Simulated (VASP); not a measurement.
The system is Ce.

```
Ce
1.0
     0.00000    2.33904    2.33904
     2.33904    0.00000    2.33904
     2.33904    2.33904    0.00000
Ce
1
Direct
  0.00000 0.00000 0.00000
```

Base run:

- Program: VASP 6.6.1
- Functional: r2SCAN
- Potentials or basis: VASP PAW PBE potentials, release 64 (Ce)
- Cutoff: 520 eV
- k mesh: 12 × 12 × 12
- Occupations: fermi-dirac, width 0.3 eV
- Spin: no spin polarisation

Its results: band gap on the k mesh zero (band 6 reaches 10.56 eV, above the bottom of band 7 at 9.96 eV); pressure 3.3 GPa.

Q: The run is repeated on the same cell with these changes: occupations from fermi-dirac, width 0.3 eV to fermi-dirac, width 0.03 eV. What comes out?

A: Band gap on the k mesh zero (band 6 reaches 10.39 eV, above the bottom of band 7 at 9.87 eV); pressure -0.8 GPa.

Caveats: the PAW data sets were made with another functional, which shifts forces and pressure a little; spin-orbit coupling is left out, which moves the levels of the heavy elements.
